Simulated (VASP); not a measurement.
# GaN (P6_3/mmc) in VASP: settings compared

GaN is run at these levels: r2SCAN, PBE; tasks: single point.

Program: VASP 6.6.1. These are calculated values, not measurements. Logs are shortened: lines on timing, memory, paths and dates and some standing lists are left out, and cuts for length are marked.

### 1 The cell of the first run

It takes space group P6_3/mmc (No. 194, hexagonal). The conventional cell has a = 3.333 Å, b = 3.333 Å, c = 4.803 Å, α = 90.00°, β = 90.00°, γ = 120.00°. Within 2.6 Å of Ga (site symmetry -6m2) lie 5 N at 1.92 to 2.40 Å. N (site symmetry -6m2) has 5 Ga at 1.92 to 2.40 Å within 2.6 Å.

### 2 Single point, r2SCAN (volume changed by +3%)

Input file POSCAR:

```
GaN
1.0
    3.3327105629      0.0000000000      0.0000000000
   -1.6663552814      2.8862120109      0.0000000000
    0.0000000000      0.0000000000      4.8029656062
Ga N
2 2
Direct
    0.3333333333      0.6666666667      0.2500000000
    0.6666666667      0.3333333333      0.7500000000
    0.6666666667      0.3333333333      0.2500000000
    0.3333333333      0.6666666667      0.7500000000
```

Input file INCAR.step1:

```
PREC     = Accurate       # precision mode
ENCUT    = 520            # plane-wave cutoff, eV
ISMEAR   = 0              # smearing method
SIGMA    = 0.01           # smearing width, eV
LREAL    = False          # projectors in reciprocal space
LASPH    = True           # aspherical terms in the spheres
NELM     = 80             # most SCF steps
NBANDS   = 26             # bands
GGA      = PE             # functional
ALGO     = Normal         # electronic algorithm
EDIFF    = 1E-4           # SCF threshold, eV
LWAVE    = True           # write WAVECAR
LCHARG   = False          # write CHGCAR
```

Input file INCAR.step2:

```
PREC     = Accurate       # precision mode
ENCUT    = 520            # plane-wave cutoff, eV
EDIFF    = 1E-6           # SCF threshold, eV
ISMEAR   = 0              # smearing method
SIGMA    = 0.01           # smearing width, eV
LREAL    = False          # projectors in reciprocal space
LASPH    = True           # aspherical terms in the spheres
NELM     = 80             # most SCF steps
ALGO     = Normal         # electronic algorithm
ISIF     = 2              # what is computed and relaxed
LWAVE    = False          # write WAVECAR
LCHARG   = False          # write CHGCAR
METAGGA  = R2SCAN         # meta-GGA
LMIXTAU  = True         
NBANDS   = 26             # bands
ISTART   = 1
```

Input file KPOINTS:

```
Automatic mesh
0
Gamma
  9 9 4
```

Potentials or basis: VASP PAW PBE potentials, release 64 (Ga_d, N).

The run is started by

```
$ cat potpaw_PBE.64/Ga_d/POTCAR potpaw_PBE.64/N/POTCAR > POTCAR
$ cp INCAR.step1 INCAR
$ mpirun -np 1 vasp_std > vasp.out
$ cp INCAR.step2 INCAR
$ mpirun -np 1 vasp_std > vasp.out
```

OUTCAR:

```text
PREC = Accurate
   ENCUT = 520
   EDIFF = 1E-6
   ISMEAR = 0
   LREAL = False
   LASPH = True
   NELM = 80
   ISIF = 2
   METAGGA = R2SCAN
   ISTART = 1

 ion  position               nearest neighbor table
   1  0.333  0.667  0.250-   3 1.92   3 1.92   3 1.92
   2  0.667  0.333  0.750-   4 1.92   4 1.92   4 1.92
   3  0.667  0.333  0.250-   1 1.92   1 1.92   1 1.92
   4  0.333  0.667  0.750-   2 1.92   2 1.92   2 1.92

  LATTYP: Found a hexagonal cell.
 ALAT       =     3.3327105629
 C/A-ratio  =     1.4411589352

  Lattice vectors:

 A1 = (   3.3327105629,   0.0000000000,   0.0000000000)
 A2 = (  -1.6663552814,   2.8862120109,   0.0000000000)
 A3 = (   0.0000000000,   0.0000000000,   4.8029656062)

Analysis of symmetry for initial positions (statically):
=====================================================================
 Subroutine PRICEL returns:
 Original cell was already a primitive cell.

 Routine SETGRP: Setting up the symmetry group for a
 hexagonal supercell.

 Subroutine GETGRP returns: Found 24 space group operations
 (whereof 12 operations were pure point group operations)
 out of a pool of 24 trial point group operations.

The static configuration has the point symmetry D_3d.
 The point group associated with its full space group is D_6h.

Analysis of symmetry for dynamics (positions and initial velocities):
=====================================================================
 Subroutine PRICEL returns:
 Original cell was already a primitive cell.

 Routine SETGRP: Setting up the symmetry group for a
 hexagonal supercell.

 Subroutine GETGRP returns: Found 24 space group operations
 (whereof 12 operations were pure point group operations)
 out of a pool of 24 trial point group operations.

The dynamic configuration has the point symmetry D_3d.
 The point group associated with its full space group is D_6h.

 Subroutine INISYM returns: Found 24 space group operations
 (whereof 12 operations are pure point group operations),
 and found     1 'primitive' translations

----------------------------------------------------------------------------------------

                                     Primitive cell

  volume of cell :      46.1993

[... 87 lines left out ...]
   LNONCOLLINEAR =      F non collinear calculations
   LSORBIT =      F    spin-orbit coupling
   LASPH  =      T    aspherical Exc in radial PAW
   ENCUT  =  520.0 eV  38.22 Ry    6.18 a.u.   6.20  6.20  8.93*2*pi/ulx,y,z
   NELM   =     80;   NELMIN=  2; NELMDL=  0     # of ELM steps
   EDIFF  = 0.1E-05   stopping-criterion for ELM
   LREAL  =      F    real-space projection
   EDIFFG = 0.1E-04   stopping-criterion for IOM
   NSW    =      0    number of steps for IOM
   IBRION =     -1    ionic relax: 0-MD 1-quasi-New 2-CG
   NFREE  =      0    steps in history (QN), initial steepest desc. (CG)
   ISIF   =      2    stress and relaxation
   ISYM   =      2    0-nonsym 1-usesym 2-fastsym
   POTIM  = 0.5000    time-step for ionic-motion
   TEBEG  =    0.0;   TEEND  =   0.0 temperature during run
   PSTRESS=    0.0 pullay stress
   NELECT =      36.0000    total number of electrons
   NUPDOWN=      -1.0000    fix difference up-down
   EMIN   =  10.00;   EMAX   =-10.00  energy-range for DOS
   EFERMI =   0.00;   METHOD = LEGACY
   ISMEAR =     0;   SIGMA  =   0.01  broadening in eV -4-tet -1-fermi 0-gaus
   EFERMI_NEDOS =   21; number of points for ismear=-14 and -15
   IALGO  =     38    algorithm
   IMIX   =      4    mixing-type and parameters
     AMIX     =   0.40;   BMIX     =  1.00
     AMIX_MAG =   1.60;   BMIX_MAG =  1.00
  volume/ion in A,a.u.               =      11.55        77.94
  Fermi-wavevector in a.u.,A,eV,Ry     =   1.506482  2.846838 30.878252  2.269487
  Thomas-Fermi vector in A             =   2.617194
   LORBIT       =      0    0 simple, 1 ext, 2 COOP (PROOUT), +10 PAW based schemes
   METAGGA = R2SCAN    functional components
   LHFCALC =     F    Hartree Fock is set to
   AEXX    =    0.0000 exact exchange contribution
   IVDW    =     0    specifies the selected vdW correction
   LEPSILON=     F    determine dielectric tensor
   LRPA    =     F    only Hartree local field effects (RPA)
 non-spin polarized calculation
 Gauss-broadening in eV      SIGMA  =   0.01
  energy-cutoff  :      520.00
  volume of cell :       46.20
 maximum number of plane-waves:      1266
 NGX is ok and might be reduce to    28
   NGX = 13   NGY = 13   NGZ = 17

 number of electron      35.9999998 magnetization

 Free energy of the ion-electron system (eV)
  ---------------------------------------------------
  ext. energy  EPLUGINS =         0.00000000
  ---------------------------------------------------
  free energy    TOTEN  =       -42.80740380 eV

  energy without entropy =      -42.80740380  energy(sigma->0) =      -42.80740380

 E-fermi :   5.6272     XC(G=0): -12.6091

 val. band max:        5.5785978787   @ k =   0.0000   0.0000   0.0000
 cond. band min:       7.1938439176   @ k =   0.0000   0.0000   0.0000
 fundamental gap:      1.6152460390
 Fermi energy:         5.6272241574

 k-point     1 :       0.0000    0.0000    0.0000
  band No.  band energies     occupation
      1     -11.7153      2.00000
      2     -10.7868      2.00000
      3      -9.0244      2.00000
      4      -9.0244      2.00000
      5      -9.0177      2.00000
      6      -9.0177      2.00000
[... 685 lines left out ...]
     25      18.0661      0.00000
     26      18.0663      0.00000

 [... further k-points ...]

------------------------ aborting loop because EDIFF is reached ----------------------------------------

  FORCE on cell =-STRESS in cart. coord.  units (eV):
  Direction    XX          YY          ZZ          XY          YZ          ZX
  --------------------------------------------------------------------------------------
  -------------------------------------------------------------------------------------
  Total       -1.5406083     -1.5406083     -0.9909517     -0.0000000     -0.0000000     -0.0000000
  in kB      -53.4278283    -53.4278283    -34.3659034     -0.0000000     -0.0000000     -0.0000000
  external PRESSURE =     -47.0738533 kB  Pullay stress =       0.0000000 kB

 VOLUME and BASIS-vectors are now :
 -----------------------------------------------------------------------------
  energy-cutoff  :      520.00
  volume of cell :       46.20
      direct lattice vectors                 reciprocal lattice vectors
     3.332710563  0.000000000  0.000000000     0.300056060  0.173237447  0.000000000
    -1.666355281  2.886212011  0.000000000     0.000000000  0.346474894  0.000000000
     0.000000000  0.000000000  4.802965606     0.000000000  0.000000000  0.208204697

 POSITION                                       TOTAL-FORCE (eV/Angst)
 -----------------------------------------------------------------------------------
     -0.00000      1.92414      1.20074         0.000000     -0.000000     -0.000000
      1.66636      0.96207      3.60222        -0.000000      0.000000      0.000000
      1.66636      0.96207      1.20074         0.000000      0.000000      0.000000
     -0.00000      1.92414      3.60222         0.000000      0.000000      0.000000
 -----------------------------------------------------------------------------------
    total drift:                                0.000000     -0.000000      0.000000

  FREE ENERGIE OF THE ION-ELECTRON SYSTEM (eV)
  ---------------------------------------------------
  free  energy   TOTEN  =       -42.8074038012 eV

  energy  without entropy=      -42.8074038012  energy(sigma->0) =      -42.80740380
```

OUTCAR.step1:

```text
PREC = Accurate
   ENCUT = 520
   ISMEAR = 0
   LREAL = False
   LASPH = True
[... 927 lines left out ...]
     -0.00000      1.92414      1.20074         0.000000     -0.000000     -0.000000
      1.66636      0.96207      3.60222        -0.000000      0.000000     -0.000000
      1.66636      0.96207      1.20074         0.000000     -0.000000      0.000000
     -0.00000      1.92414      3.60222        -0.000000      0.000000      0.000000
 -----------------------------------------------------------------------------------
    total drift:                                0.000000     -0.000000      0.000000

  FREE ENERGIE OF THE ION-ELECTRON SYSTEM (eV)
  ---------------------------------------------------
  free  energy   TOTEN  =       -23.3865217382 eV

  energy  without entropy=      -23.3865217382  energy(sigma->0) =      -23.38652174
```

Wall time 3.7 min (1 thread of AMD EPYC 7R43 (Zen 3), shared host); peak memory 0.16 GiB.

Results:

```
Free energy            : -42.8074 eV
Pressure               : -4.7 GPa
Band gap on the k mesh : 1.62 eV, direct
```

Stress tensor (GPa, compression positive):
```
-5.34  0.00  0.00
 0.00 -5.34  0.00
 0.00  0.00 -3.44
```

Caveat: the PAW data sets were made with another functional, which shifts forces and pressure a little.

### 3 Single point, r2SCAN (volume changed by +6%)

Input file POSCAR:

```
GaN
1.0
    3.3647578227      0.0000000000      0.0000000000
   -1.6823789114      2.9139657521      0.0000000000
    0.0000000000      0.0000000000      4.8491508011
Ga N
2 2
Direct
    0.3333333333      0.6666666667      0.2500000000
    0.6666666667      0.3333333333      0.7500000000
    0.6666666667      0.3333333333      0.2500000000
    0.3333333333      0.6666666667      0.7500000000
```

Input file INCAR.step1:

```
PREC = Accurate ; ENCUT = 520
ISMEAR = 0 ; SIGMA = 0.01
LREAL = False ; LASPH = True
NELM = 60 ; NBANDS = 26
GGA = PE ; ALGO = Normal
EDIFF = 1E-4 ; LWAVE = True
LCHARG = False
```

Input file INCAR.step2:

```
PREC = Accurate ; ENCUT = 520
EDIFF = 1E-7 ; ISMEAR = 0
SIGMA = 0.01 ; LREAL = False
LASPH = True ; NELM = 60
ALGO = Normal ; ISIF = 2
LWAVE = False ; LCHARG = False
METAGGA = R2SCAN ; LMIXTAU = True
NBANDS = 26 ; ISTART = 1
```

KPOINTS is that of step 2.

Potentials or basis: VASP PAW PBE potentials, release 64 (Ga_d, N).

The run is started by

```
$ cat potpaw_PBE.64/Ga_d/POTCAR potpaw_PBE.64/N/POTCAR > POTCAR
$ cp INCAR.step1 INCAR
$ mpirun -np 1 vasp_std > vasp.out
$ cp INCAR.step2 INCAR
$ mpirun -np 1 vasp_std > vasp.out
```

Run time: 4.4 min. Hardware: 1 thread of AMD EPYC 7R43 (Zen 3), shared host; peak memory 0.16 GiB.

The run converged. Its results:

| Item | Value |
| --- | --- |
| Free energy | -42.7483 eV |
| Pressure | -9.4 GPa |
| Band gap on the k mesh | 1.37 eV, direct |

Stress tensor (GPa, compression positive):
```
-11.03   0.00   0.00
  0.00 -11.03   0.00
  0.00   0.00  -6.16
```

Levels at points of the mesh, in eV from the valence-band top:
```
           k point  band 16  band 17  band 18  band 19  band 20  band 21
(0.00, 0.00, 0.00)    -0.99    -0.99     0.00     1.37     2.07     8.61
(0.00, 0.00, 0.50)    -1.54    -1.54    -1.54     3.56     3.56     8.18
```

Caveat: the PAW data sets were made with another functional, which shifts forces and pressure a little.

(Part 1 of 2 ends here.)
